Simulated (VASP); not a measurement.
# Ir (P6_3/mmc) in VASP: notebook

Runs on Ir. Level: LDA. Tasks: relaxation of cell and atoms.

Everything below comes from runs of VASP 6.6.1. Logs are shortened: lines on timing, memory, paths and dates and some standing lists are left out, and cuts for length are marked.

## (1) The cell of the first run

It takes space group P6_3/mmc (No. 194, hexagonal). Conventional cell: a = 2.751 Å, b = 2.751 Å, c = 4.462 Å, α = 90.00°, β = 90.00°, γ = 120.00°. Within 3.6 Å of Ir (site symmetry -6m2) lie 12 Ir at 2.74 to 2.75 Å.

This isn't the form of Ir at room conditions, which is fcc.

## (2) Relaxation of cell and atoms, LDA, target pressure 20 GPa, at which the enthalpy is minimised

INCAR

```
SYSTEM = Ir
  PREC = Accurate
  ENCUT = 600
  EDIFF = 1E-6
  ISMEAR = 1
  SIGMA = 0.05
  LREAL = .False.
  LASPH = .True.
  NELM = 100
  ALGO = Normal
  ISIF = 3
  LWAVE = .False.
  LCHARG = .False.
  IBRION = 2
  NSW = 80
  EDIFFG = -0.02
  PSTRESS = 200.0
```

KPOINTS

```
Automatic mesh
0
Gamma
  10 10 6
  0 0 0
```

POSCAR

```
Ir
1.0
    2.7513778900      0.0000000000      0.0000000000
   -1.3756889500      2.3827631500      0.0000000000
    0.0000000000      0.0000000000      4.4622900000
Ir
2
Direct
    0.6666666700      0.3333333300      0.7500000000
    0.3333333300      0.6666666700      0.2500000000
```

Potentials or basis: VASP PAW LDA potentials, release 64 (Ir).

The run is started by

```
> cat potpaw_LDA.64/Ir/POTCAR > POTCAR
> mpirun -np 1 vasp_std > vasp.out
```

OUTCAR:

```text
SYSTEM = Ir
   PREC = Accurate
   ENCUT = 600
   EDIFF = 1E-6
   ISMEAR = 1
   LREAL = .False.
   LASPH = .True.
   NELM = 100
   ISIF = 3
   IBRION = 2
   NSW = 80
   EDIFFG = -0.02
   PSTRESS = 200.0

 ion  position               nearest neighbor table
   1  0.667  0.333  0.750-   2 2.74   2 2.74   2 2.74   2 2.74   2 2.74   2 2.74
   2  0.333  0.667  0.250-   1 2.74   1 2.74   1 2.74   1 2.74   1 2.74   1 2.74

  LATTYP: Found a hexagonal cell.
 ALAT       =     2.7513778900
 C/A-ratio  =     1.6218382855

  Lattice vectors:

 A1 = (   2.7513778900,   0.0000000000,   0.0000000000)
 A2 = (  -1.3756889500,   2.3827631500,   0.0000000000)
 A3 = (   0.0000000000,   0.0000000000,   4.4622900000)

Analysis of symmetry for initial positions (statically):
=====================================================================
 Subroutine PRICEL returns:
 Original cell was already a primitive cell.

 Routine SETGRP: Setting up the symmetry group for a
 hexagonal supercell.

 Subroutine GETGRP returns: Found 24 space group operations
 (whereof 12 operations were pure point group operations)
 out of a pool of 24 trial point group operations.

The static configuration has the point symmetry D_3d.
 The point group associated with its full space group is D_6h.

Analysis of symmetry for dynamics (positions and initial velocities):
=====================================================================
 Subroutine PRICEL returns:
 Original cell was already a primitive cell.

 Routine SETGRP: Setting up the symmetry group for a
 hexagonal supercell.

 Subroutine GETGRP returns: Found 24 space group operations
 (whereof 12 operations were pure point group operations)
 out of a pool of 24 trial point group operations.

The dynamic configuration has the point symmetry D_3d.
 The point group associated with its full space group is D_6h.

 Subroutine INISYM returns: Found 24 space group operations
 (whereof 12 operations are pure point group operations),
 and found     1 'primitive' translations

----------------------------------------------------------------------------------------

                                     Primitive cell

  volume of cell :      29.2542

  direct lattice vectors                    reciprocal lattice vectors
     2.751377890  0.000000000  0.000000000     0.363454255  0.209840412  0.000000000
    -1.375688950  2.382763150  0.000000000     0.000000000  0.419680823  0.000000000
     0.000000000  0.000000000  4.462290000     0.000000000  0.000000000  0.224100182

  length of vectors
[... 83 lines left out ...]
   LREAL  =      F    real-space projection
   EDIFFG = -.2E-01   stopping-criterion for IOM
   NSW    =     80    number of steps for IOM
   IBRION =      2    ionic relax: 0-MD 1-quasi-New 2-CG
   NFREE  =      1    steps in history (QN), initial steepest desc. (CG)
   ISIF   =      3    stress and relaxation
   ISYM   =      2    0-nonsym 1-usesym 2-fastsym
   POTIM  = 0.5000    time-step for ionic-motion
   TEBEG  =    0.0;   TEEND  =   0.0 temperature during run
   PSTRESS=  200.0 pullay stress
   NELECT =      18.0000    total number of electrons
   NUPDOWN=      -1.0000    fix difference up-down
   EMIN   =  10.00;   EMAX   =-10.00  energy-range for DOS
   EFERMI =   0.00;   METHOD = LEGACY
   ISMEAR =     1;   SIGMA  =   0.05  broadening in eV -4-tet -1-fermi 0-gaus
   EFERMI_NEDOS =   21; number of points for ismear=-14 and -15
   IALGO  =     38    algorithm
   IMIX   =      4    mixing-type and parameters
     AMIX     =   0.40;   BMIX     =  1.00
     AMIX_MAG =   1.60;   BMIX_MAG =  1.00
  volume/ion in A,a.u.               =      14.63        98.71
  Fermi-wavevector in a.u.,A,eV,Ry     =   1.392417  2.631287 26.379323  1.938826
  Thomas-Fermi vector in A             =   2.516162
   LORBIT       =      0    0 simple, 1 ext, 2 COOP (PROOUT), +10 PAW based schemes
   GGA     = CA    functional components
   LHFCALC =     F    Hartree Fock is set to
   AEXX    =    0.0000 exact exchange contribution
   IVDW    =     0    specifies the selected vdW correction
   LEPSILON=     F    determine dielectric tensor
   LRPA    =     F    only Hartree local field effects (RPA)
 conjugate gradient relaxation of ions
 non-spin polarized calculation
 Methfessel and Paxton  Order N= 1 SIGMA  =   0.05
  energy-cutoff  :      600.00
  volume of cell :       29.25
 maximum number of plane-waves:      1002
 NGX is ok and might be reduce to    24
   NGX = 11   NGY = 11   NGZ = 17

--------------------------------------- Ionic step        1  -------------------------------------------

 number of electron      17.9999998 magnetization

 Free energy of the ion-electron system (eV)
  ---------------------------------------------------
  ext. energy  EPLUGINS =         0.00000000
  ---------------------------------------------------
  free energy    TOTEN  =       -20.42251136 eV

  energy without entropy =      -20.42148972  energy(sigma->0) =      -20.42217082

 E-fermi :   9.8980     XC(G=0): -13.9456

 val. band max:        9.8681851823   @ k =   0.3000   0.3000   0.3333
 cond. band min:       9.8992535688   @ k =   0.4000  -0.0000   0.1667
 fundamental gap:      0.0310683866
 Fermi energy:         9.8979665341

 k-point     1 :       0.0000    0.0000    0.0000
  band No.  band energies     occupation
      1      -1.0214      2.00000
      2       1.9873      2.00000
      3       6.0734      2.00000
      4       6.1625      2.00000
      5       6.1625      2.00000
      6       6.7882      2.00000
      7       6.7882      2.00000
      8       7.5770      2.00000
      9       7.5770      2.00000
     10       9.1599      2.00000
     11      10.1167     -0.00000
     12      10.1167     -0.00000
     13      16.6299      0.00000
[... 477 lines left out ...]
  energy  without entropy=      -20.4607530544  energy(sigma->0) =      -20.46137057

  enthalpy is  TOTEN    =       -17.0618272226 eV   P V=        3.3998521121

[... ionic steps 4 to 7 ...]

--------------------------------------- Ionic step        8  -------------------------------------------

 number of electron      18.0000000 magnetization

------------------------ aborting loop because EDIFF is reached ----------------------------------------
[... 71 lines left out ...]
--------------------------------------- Ionic step       10  -------------------------------------------

 number of electron      18.0000000 magnetization

 Free energy of the ion-electron system (eV)
  ---------------------------------------------------
  ext. energy  EPLUGINS =         0.00000000
  ---------------------------------------------------
  free energy    TOTEN  =       -20.41652083 eV

  energy without entropy =      -20.41497003  energy(sigma->0) =      -20.41600390

 E-fermi :  11.5174     XC(G=0): -14.4628

 val. band max:       11.5037529820   @ k =   0.3000   0.1000   0.1667
 cond. band min:      11.5210957754   @ k =   0.3000   0.1000   0.1667
 fundamental gap:      0.0173427934
 Fermi energy:        11.5174223927

 k-point     1 :       0.0000    0.0000    0.0000
  band No.  band energies     occupation
      1      -0.3930      2.00000
      2       2.5888      2.00000
      3       6.9979      2.00000
      4       7.2144      2.00000
      5       7.2144      2.00000
      6       7.9121      2.00000
      7       7.9121      2.00000
      8       8.9586      2.00000
      9       8.9586      2.00000
     10      10.4170      2.00000
     11      11.7737     -0.00000
     12      11.7737     -0.00000
     13      18.9371      0.00000
[... 401 lines left out ...]
  energy  without entropy=      -20.4149700310  energy(sigma->0) =      -20.41600390

  enthalpy is  TOTEN    =       -17.0763802125 eV   P V=        3.3401406174

 reached required accuracy - stopping structural energy minimisation
```

Run time: 2.7 min. Hardware: 1 thread of Intel Xeon 8259CL, shared host; peak memory 0.17 GiB.

What came out:

| Property | Result |
| --- | --- |
| Free energy | -20.4165 eV |
| Relaxed volume | 13.38 Å³/atom |
| Relaxed cell | a = 2.660 Å, b = 2.660 Å, c = 4.365 Å, α = 90.00°, β = 90.00°, γ = 120.00° |
| Space group after relaxing (to 0.1 Å) | P6_3/mmc (No. 194) |
| Energy change on relaxing (the run minimises the enthalpy) | +3.0 meV/atom |
| Ionic steps | 10 |
| Pressure after relaxing | 20.0 GPa |
| Band gap on the k mesh | zero (bands 9 and 10 overlap by 3.56 eV) |

The path:
| step | energy change (eV) | largest force (eV/Å) | pressure (GPa) | volume (Å³) |
| --- | --- | --- | --- | --- |
| 1 | 0.0000 | 0.0000 | -15.75 | 29.25 |
| 2 | 12.1600 | 0.0000 | 580.68 | 17.50 |
| 3 | -0.0392 | 0.0000 | 11.56 | 27.24 |
| 4 | -0.0171 | 0.0000 | 16.00 | 26.98 |
| 5 | 0.0084 | 0.0000 | 20.11 | 26.75 |
| 6 | 0.0025 | 0.0000 | 19.23 | 26.80 |
| 7 | 0.0016 | 0.0000 | 19.33 | 26.79 |
| 8 | 0.0014 | 0.0000 | 19.31 | 26.79 |
| 9 | 0.0253 | 0.0000 | 22.72 | 26.61 |
| 10 | 0.0060 | 0.0000 | 19.98 | 26.76 |

Final structure:
```yaml
crystal:
  lattice:
    - [2.66041, 0.00000, 0.00000]
    - [-1.33020, 2.30398, 0.00000]
    - [0.00000, 0.00000, 4.36534]
  atoms:
    - { symbol: Ir, position: [0.66667, 0.33333, 0.75000] }
    - { symbol: Ir, position: [0.33333, 0.66667, 0.25000] }
```

Caveat: the cell is relaxed towards a set pressure, so the run minimises the enthalpy, not the energy; spin-orbit coupling is left out, which moves the levels of the heavy elements.

## (3) Relaxation of cell and atoms, LDA, target pressure 30 GPa, at which the enthalpy is minimised

INCAR

```
SYSTEM = Ir
ALGO = Normal ; EDIFF = 1E-7
EDIFFG = -0.02 ; ENCUT = 600
GGA = CA ; IBRION = 2
ISIF = 3 ; ISMEAR = 1
LASPH = .True. ; LCHARG = .False.
LREAL = .False. ; LWAVE = .False.
NELM = 100 ; NSW = 80
PREC = Accurate ; PSTRESS = 300.0
SIGMA = 0.05
```

KPOINTS

```
k-points
0
Gamma
  10 10 6
  0 0 0
```

POSCAR is that of step 2.

Potentials or basis: VASP PAW LDA potentials, release 64 (Ir).

The run is started by

```
> cat potpaw_LDA.64/Ir/POTCAR > POTCAR
> mpirun -np 1 vasp_std > vasp.out
```

It took 3.1 min on 1 thread of Intel Xeon 8259CL, shared host; peak memory 0.17 GiB.

The run converged. Its results:

- Free energy: -20.3373 eV
- Relaxed volume: 13.12 Å³/atom
- Relaxed cell: a = 2.644 Å, b = 2.644 Å, c = 4.337 Å, α = 90.00°, β = 90.00°, γ = 120.00°
- Space group after relaxing (to 0.1 Å): P6_3/mmc (No. 194)
- Energy change on relaxing (the run minimises the enthalpy): +42.6 meV/atom
- Ionic steps: 10
- Pressure after relaxing: 30.0 GPa
- Band gap on the k mesh: zero (bands 9 and 10 overlap by 3.67 eV)

The path:
| step | energy change (eV) | largest force (eV/Å) | pressure (GPa) | volume (Å³) |
| --- | --- | --- | --- | --- |
| 1 | 0.0000 | 0.0000 | -15.76 | 29.25 |
| 2 | 25.4372 | 0.0000 | 1108.12 | 14.89 |
| 3 | -0.0231 | 0.0000 | 14.88 | 27.04 |
| 4 | 0.0178 | 0.0000 | 21.46 | 26.68 |
| 5 | 0.0900 | 0.0000 | 30.36 | 26.23 |
| 6 | 0.0792 | 0.0000 | 29.15 | 26.29 |
| 7 | 0.0787 | 0.0000 | 29.26 | 26.28 |
| 8 | 0.0783 | 0.0000 | 29.22 | 26.28 |
| 9 | 0.1160 | 0.0000 | 33.28 | 26.09 |
| 10 | 0.0852 | 0.0000 | 29.99 | 26.25 |

Final structure:
```cif
data_structure
_symmetry_space_group_name_H-M 'P 1'
_symmetry_Int_Tables_number 1
_cell_length_a 2.6436
_cell_length_b 2.6436
_cell_length_c 4.3366
_cell_angle_alpha 90.000
_cell_angle_beta 90.000
_cell_angle_gamma 120.000
_cell_volume 26.25
loop_
_atom_site_label
_atom_site_type_symbol
_atom_site_fract_x
_atom_site_fract_y
_atom_site_fract_z
_atom_site_occupancy
Ir1 Ir 0.66667 0.33333 0.75000 1
Ir2 Ir 0.33333 0.66667 0.25000 1
```

Levels at points of the mesh, in eV from the Fermi level:
```
           k point  band 6  band 7  band 8  band 9  band 10  band 11  band 12  band 13
(0.00, 0.00, 0.00)   -3.71   -3.71   -2.64   -2.64    -1.15     0.26     0.26     7.62
(0.50, 0.00, 0.00)   -3.81   -3.49    0.84    1.03     1.30     3.27     4.85     8.70
(0.00, 0.00, 0.50)   -4.53   -4.53   -4.53   -0.58    -0.58    -0.58    -0.58    13.58
(0.50, 0.00, 0.50)   -2.43   -1.17   -1.17    1.11     1.11     2.15     2.15     8.42
```

Caveat: the cell is relaxed towards a set pressure, so the run minimises the enthalpy, not the energy; spin-orbit coupling is left out, which moves the levels of the heavy elements.
